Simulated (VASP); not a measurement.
# BaTe (P6_3/mmc) in VASP: notebook

BaTe is run at these levels: PBEsol; tasks: single point, relaxation of cell and atoms.

All numbers are computed with VASP 6.6.1; they aren't measurements. Logs are shortened: lines on timing, memory, paths and dates and some standing lists are left out, and cuts for length are marked.

### Step 1. The cell of the first run

It takes space group P6_3/mmc (No. 194, hexagonal). The conventional cell has a = 5.880 Å, b = 5.880 Å, c = 6.883 Å, α = 90.00°, β = 90.00°, γ = 120.00°. Within 4.5 Å of Ba (site symmetry -6m2) lie 5 Te at 3.39 to 3.44 Å. Within 4.5 Å of Te (site symmetry -6m2) lie 5 Ba at 3.39 to 3.44 Å.

### Step 2. Single point, PBEsol

Contents of INCAR:

```
  PREC = Accurate
  ENCUT = 520
  EDIFF = 1E-6
  ISMEAR = -1
  SIGMA = 0.02
  LREAL = False
  LASPH = True
  NELM = 100
  ALGO = Normal
  ISIF = 2
  LWAVE = False
  LCHARG = False
  GGA = PS
  NBANDS = 24
```

Contents of KPOINTS:

```
Automatic mesh
0
Gamma
  6 6 4
```

Contents of POSCAR:

```
BaTe
1.0
    5.8799734554      0.0000000000      0.0000000000
   -2.9399867277      5.0922063860      0.0000000000
    0.0000000000      0.0000000000      6.8827909985
Ba Te
2 2
Direct
    0.3333333333      0.6666666667      0.2500000000
    0.6666666667      0.3333333333      0.7500000000
    0.6666666667      0.3333333333      0.2500000000
    0.3333333333      0.6666666667      0.7500000000
```

Potentials or basis: VASP PAW PBE potentials, release 64 (Ba_sv, Te).

On the command line:

```console
> cat potpaw_PBE.64/Ba_sv/POTCAR potpaw_PBE.64/Te/POTCAR > POTCAR
> mpirun -np 1 vasp_std > vasp.out
```

OUTCAR:

```text
PREC = Accurate
   ENCUT = 520
   EDIFF = 1E-6
   ISMEAR = -1
   LREAL = False
   LASPH = True
   NELM = 100
   ISIF = 2
   GGA = PS

 ion  position               nearest neighbor table
   1  0.333  0.667  0.250-   3 3.39   3 3.39   3 3.39   4 3.44   4 3.44
   2  0.667  0.333  0.750-   4 3.39   4 3.39   4 3.39   3 3.44   3 3.44
   3  0.667  0.333  0.250-   1 3.39   1 3.39   1 3.39   2 3.44   2 3.44
   4  0.333  0.667  0.750-   2 3.39   2 3.39   2 3.39   1 3.44   1 3.44

  LATTYP: Found a hexagonal cell.
 ALAT       =     5.8799734554
 C/A-ratio  =     1.1705479711

  Lattice vectors:

 A1 = (   5.8799734554,   0.0000000000,   0.0000000000)
 A2 = (  -2.9399867277,   5.0922063860,   0.0000000000)
 A3 = (   0.0000000000,   0.0000000000,   6.8827909985)

Analysis of symmetry for initial positions (statically):
=====================================================================
 Subroutine PRICEL returns:
 Original cell was already a primitive cell.

 Routine SETGRP: Setting up the symmetry group for a
 hexagonal supercell.

 Subroutine GETGRP returns: Found 24 space group operations
 (whereof 12 operations were pure point group operations)
 out of a pool of 24 trial point group operations.

The static configuration has the point symmetry D_3d.
 The point group associated with its full space group is D_6h.

Analysis of symmetry for dynamics (positions and initial velocities):
=====================================================================
 Subroutine PRICEL returns:
 Original cell was already a primitive cell.

 Routine SETGRP: Setting up the symmetry group for a
 hexagonal supercell.

 Subroutine GETGRP returns: Found 24 space group operations
 (whereof 12 operations were pure point group operations)
 out of a pool of 24 trial point group operations.

The dynamic configuration has the point symmetry D_3d.
 The point group associated with its full space group is D_6h.

 Subroutine INISYM returns: Found 24 space group operations
 (whereof 12 operations are pure point group operations),
 and found     1 'primitive' translations

----------------------------------------------------------------------------------------

                                     Primitive cell

  volume of cell :     206.0848

  direct lattice vectors                    reciprocal lattice vectors
     5.879973455  0.000000000  0.000000000     0.170068795  0.098189265  0.000000000
[... 85 lines left out ...]
   NELM   =    100;   NELMIN=  2; NELMDL= -5     # of ELM steps
   EDIFF  = 0.1E-05   stopping-criterion for ELM
   LREAL  =      F    real-space projection
   EDIFFG = 0.1E-04   stopping-criterion for IOM
   NSW    =      0    number of steps for IOM
   IBRION =     -1    ionic relax: 0-MD 1-quasi-New 2-CG
   NFREE  =      0    steps in history (QN), initial steepest desc. (CG)
   ISIF   =      2    stress and relaxation
   ISYM   =      2    0-nonsym 1-usesym 2-fastsym
   POTIM  = 0.5000    time-step for ionic-motion
   TEBEG  =    0.0;   TEEND  =   0.0 temperature during run
   PSTRESS=    0.0 pullay stress
   NELECT =      32.0000    total number of electrons
   NUPDOWN=      -1.0000    fix difference up-down
   EMIN   =  10.00;   EMAX   =-10.00  energy-range for DOS
   EFERMI =   0.00;   METHOD = LEGACY
   ISMEAR =    -1;   SIGMA  =   0.02  broadening in eV -4-tet -1-fermi 0-gaus
   EFERMI_NEDOS =   21; number of points for ismear=-14 and -15
   IALGO  =     38    algorithm
   IMIX   =      4    mixing-type and parameters
     AMIX     =   0.40;   BMIX     =  1.00
     AMIX_MAG =   1.60;   BMIX_MAG =  1.00
  volume/ion in A,a.u.               =      51.52       347.68
  Fermi-wavevector in a.u.,A,eV,Ry     =   0.879919  1.662806 10.534419  0.774258
  Thomas-Fermi vector in A             =   2.000209
   LORBIT       =      0    0 simple, 1 ext, 2 COOP (PROOUT), +10 PAW based schemes
   GGA     = PS    functional components
   LHFCALC =     F    Hartree Fock is set to
   AEXX    =    0.0000 exact exchange contribution
   IVDW    =     0    specifies the selected vdW correction
   LEPSILON=     F    determine dielectric tensor
   LRPA    =     F    only Hartree local field effects (RPA)
 non-spin polarized calculation
  energy-cutoff  :      520.00
  volume of cell :      206.08
 maximum number of plane-waves:      5580
 NGX is ok and might be reduce to    48
   NGX = 21   NGY = 21   NGZ = 25

 number of electron      31.9999999 magnetization

 Free energy of the ion-electron system (eV)
  ---------------------------------------------------
  ext. energy  EPLUGINS =         0.00000000
  ---------------------------------------------------
  free energy    TOTEN  =       -17.76397240 eV

  energy without entropy =      -17.76397240  energy(sigma->0) =      -17.76397240

 E-fermi :   1.6051     XC(G=0):  -7.4143

 val. band max:        1.1672377250   @ k =   0.0000   0.0000   0.0000
 cond. band min:       2.8828198731   @ k =   0.3333   0.3333   0.0000
 fundamental gap:      1.7155821481
 Fermi energy:         1.6051288660

 k-point     1 :       0.0000    0.0000    0.0000
  band No.  band energies     occupation
      1     -25.9611      2.00000
      2     -25.9419      2.00000
      3     -11.2990      2.00000
      4     -11.2336      2.00000
      5     -11.2336      2.00000
      6     -11.1512      2.00000
[... 556 lines left out ...]
     23       6.1327      0.00000
     24       6.1327      0.00000

------------------------ aborting loop because EDIFF is reached ----------------------------------------

  FORCE on cell =-STRESS in cart. coord.  units (eV):
  Direction    XX          YY          ZZ          XY          YZ          ZX
  --------------------------------------------------------------------------------------
  -------------------------------------------------------------------------------------
  Total        0.3428138      0.3428138      0.4872831      0.0000000      0.0000000      0.0000000
  in kB        2.6651576      2.6651576      3.7883139      0.0000000      0.0000000      0.0000000
  external PRESSURE =       3.0395430 kB  Pullay stress =       0.0000000 kB

 VOLUME and BASIS-vectors are now :
 -----------------------------------------------------------------------------
  energy-cutoff  :      520.00
  volume of cell :      206.08
      direct lattice vectors                 reciprocal lattice vectors
     5.879973455  0.000000000  0.000000000     0.170068795  0.098189265  0.000000000
    -2.939986728  5.092206386  0.000000000     0.000000000  0.196378529  0.000000000
     0.000000000  0.000000000  6.882790998     0.000000000  0.000000000  0.145289898

 POSITION                                       TOTAL-FORCE (eV/Angst)
 -----------------------------------------------------------------------------------
     -0.00000      3.39480      1.72070        -0.000000      0.000000      0.000000
      2.93999      1.69740      5.16209         0.000000     -0.000000      0.000000
      2.93999      1.69740      1.72070        -0.000000     -0.000000     -0.000000
     -0.00000      3.39480      5.16209        -0.000000      0.000000     -0.000000
 -----------------------------------------------------------------------------------
    total drift:                               -0.000000      0.000000     -0.000000

  FREE ENERGIE OF THE ION-ELECTRON SYSTEM (eV)
  ---------------------------------------------------
  free  energy   TOTEN  =       -17.7639724003 eV

  energy  without entropy=      -17.7639724003  energy(sigma->0) =      -17.76397240
```

OSZICAR:

```text
N       E                     dE             d eps       ncg     rms          rms(c)
DAV:   1     0.223339379549E+03    0.22334E+03   -0.12188E+04  1008   0.107E+03
DAV:   2     0.266650640386E+01   -0.22067E+03   -0.21022E+03  1344   0.204E+02
DAV:   3    -0.172913881320E+02   -0.19958E+02   -0.19842E+02  1456   0.689E+01
DAV:   4    -0.183526129485E+02   -0.10612E+01   -0.10604E+01  1592   0.134E+01
DAV:   5    -0.183683770905E+02   -0.15764E-01   -0.15762E-01  1288   0.183E+00    0.533E+00
DAV:   6    -0.178569119159E+02    0.51147E+00   -0.71166E-01  1424   0.278E+00    0.357E+00
DAV:   7    -0.177491758560E+02    0.10774E+00   -0.54354E-01  1256   0.251E+00    0.115E+00
DAV:   8    -0.177557804226E+02   -0.66046E-02   -0.69805E-02  1240   0.105E+00    0.334E-01
DAV:   9    -0.177600476482E+02   -0.42672E-02   -0.89373E-03  1312   0.389E-01    0.170E-01
DAV:  10    -0.177620588434E+02   -0.20112E-02   -0.99353E-04  1176   0.117E-01    0.690E-02
DAV:  11    -0.177638665266E+02   -0.18077E-02   -0.24832E-03  1080   0.172E-01    0.440E-02
DAV:  12    -0.177639543062E+02   -0.87780E-04   -0.16671E-04  1328   0.465E-02    0.165E-02
DAV:  13    -0.177639709749E+02   -0.16669E-04   -0.39208E-05  1224   0.217E-02    0.101E-02
DAV:  14    -0.177639722121E+02   -0.12373E-05   -0.94758E-06  1176   0.111E-02    0.261E-03
DAV:  15    -0.177639724003E+02   -0.18818E-06   -0.12011E-06  1056   0.406E-03
   1 F= -.17763972E+02 E0= -.17763972E+02  d E =-.198968E-11
```

stdout:

```text
POSCAR found type information on POSCAR BaTe
 POSCAR found :  2 types and       4 ions
 scaLAPACK will be used
 -----------------------------------------------------------------------------
|                                                                             |
|                                                                             |
|     You enforced a specific xc type in the INCAR file but a different       |
|     I HOPE YOU KNOW WHAT YOU ARE DOING!                                     |
|                                                                             |
 -----------------------------------------------------------------------------

 LDA part: xc-table for (Slater+PW92), standard interpolation
 POSCAR, INCAR and KPOINTS ok, starting setup
 FFT: planning ... GRIDC
 FFT: planning ... GRID_SOFT
 FFT: planning ... GRID
 WAVECAR not read
 entering main loop
```

Run time: 60 s. Hardware: 1 thread of Intel Xeon 6975P-C (Granite Rapids), shared host; peak memory 0.41 GiB.

What came out:

```
Free energy            : -17.7640 eV
Pressure               : 0.3 GPa
Band gap on the k mesh : 1.72 eV, indirect (least direct gap 2.02 eV)
```

Levels at points of the mesh, in eV from the valence-band top:
```
           k point  band 13  band 14  band 15  band 16  band 17  band 18  band 19  band 20
(0.00, 0.00, 0.00)    -1.04    -1.04    -0.97     0.00     2.24     2.62     2.62     3.61
(0.50, 0.00, 0.00)    -0.89    -0.79    -0.58    -0.44     2.18     2.64     2.81     3.78
(0.00, 0.00, 0.50)    -1.20    -1.20    -1.20    -1.20     3.09     3.09     4.19     4.19
(0.50, 0.00, 0.50)    -1.01    -1.01    -0.81    -0.81     3.01     3.01     3.83     3.83
```

Caveat: the PAW data sets were made with another functional, which shifts forces and pressure a little; spin-orbit coupling is left out, which moves the levels of the heavy elements. A k mesh can miss the band edges.

### Step 3. Relaxation of cell and atoms, PBEsol

This run uses another cell than the first one, of 54.10 Å³/atom, 1.050 times its volume.

Contents of INCAR:

```
SYSTEM = BaTe
PREC = Accurate
ENCUT = 600
EDIFF = 1E-6
ISMEAR = -1
SIGMA = 0.02
LREAL = .False.
LASPH = .True.
NELM = 100
ALGO = Normal
ISIF = 3
LWAVE = .False.
LCHARG = .False.
GGA = PS
IBRION = 2
NSW = 80
EDIFFG = -0.005
```

Contents of KPOINTS:

```
Automatic mesh
0
Gamma
  6 6 4
  0 0 0
```

Contents of POSCAR:

```
BaTe
1.0
    5.9738370715      0.0000000000      0.0000000000
   -2.9869185357      5.1734946620      0.0000000000
    0.0000000000      0.0000000000      7.0021674675
Ba Te
2 2
Direct
    0.3333333333      0.6666666667      0.2500000000
    0.6666666667      0.3333333333      0.7500000000
    0.6666666667      0.3333333333      0.2500000000
    0.3333333333      0.6666666667      0.7500000000
```

Potentials or basis: VASP PAW PBE potentials, release 64 (Ba_sv, Te).

On the command line:

```console
> cat potpaw_PBE.64/Ba_sv/POTCAR potpaw_PBE.64/Te/POTCAR > POTCAR
> mpirun -np 1 vasp_std > vasp.out
```

Wall time 4 min (1 thread of Intel Xeon 6975P-C (Granite Rapids), shared host); peak memory 0.42 GiB.

The run converged. Its results:

- Free energy: -17.7665 eV
- Relaxed volume: 52.15 Å³/atom
- Relaxed cell: a = 5.903 Å, b = 5.903 Å, c = 6.913 Å, α = 90.00°, β = 90.00°, γ = 120.00°
- Space group after relaxing (to 0.05 Å): P6_3/mmc (No. 194)
- Energy gained by relaxing: 5.2 meV/atom
- Ionic steps: 10
- Pressure after relaxing: 0.0 GPa
- Band gap on the k mesh: 1.74 eV, indirect (least direct gap 2.04 eV)

The path:
| step | energy change (eV) | largest force (eV/Å) | pressure (GPa) | volume (Å³) |
| --- | --- | --- | --- | --- |
| 1 | 0.0000 | 0.0000 | -0.82 | 216.41 |
| 2 | -0.0203 | 0.0000 | 0.10 | 207.85 |
| 3 | -0.0206 | 0.0000 | -0.01 | 208.73 |
| 4 | -0.0206 | 0.0000 | -0.02 | 208.88 |
| 5 | -0.0208 | 0.0000 | -0.02 | 208.75 |
| 6 | -0.0208 | 0.0000 | -0.02 | 208.72 |
| 7 | -0.0208 | 0.0000 | -0.02 | 208.72 |
| 8 | -0.0208 | 0.0000 | -0.01 | 208.71 |
| 9 | -0.0208 | 0.0000 | -0.01 | 208.71 |
| 10 | -0.0208 | 0.0000 | 0.00 | 208.59 |

Final structure:
```xyz
4
Lattice="5.9027 0.0000 0.0000 -2.9514 5.1119 0.0000 0.0000 0.0000 6.9127" Properties=species:S:1:pos:R:3 pbc="T T T"
Ba    0.0000    3.4079    1.7282
Ba    2.9514    1.7040    5.1845
Te    2.9514    1.7040    1.7282
Te    0.0000    3.4079    5.1845
```

Levels at points of the mesh, in eV from the valence-band top:
| k point | band 12 | band 13 | band 14 | band 15 | band 16 | band 17 | band 18 | band 19 | band 20 |
| --- | --- | --- | --- | --- | --- | --- | --- | --- | --- |
| (0.00, 0.00, 0.00) | -1.13 | -1.01 | -1.01 | -0.96 | 0.00 | 2.24 | 2.64 | 2.64 | 3.60 |
| (0.50, 0.00, 0.00) | -1.08 | -0.88 | -0.79 | -0.57 | -0.42 | 2.20 | 2.65 | 2.82 | 3.78 |
| (0.00, 0.00, 0.50) | -1.52 | -1.17 | -1.17 | -1.17 | -1.17 | 3.09 | 3.09 | 4.18 | 4.18 |
| (0.50, 0.00, 0.50) | -1.90 | -0.99 | -0.99 | -0.80 | -0.80 | 3.02 | 3.02 | 3.82 | 3.82 |

Caveat: the PAW data sets were made with another functional, which shifts forces and pressure a little; spin-orbit coupling is left out, which moves the levels of the heavy elements. A k mesh can miss the band edges.
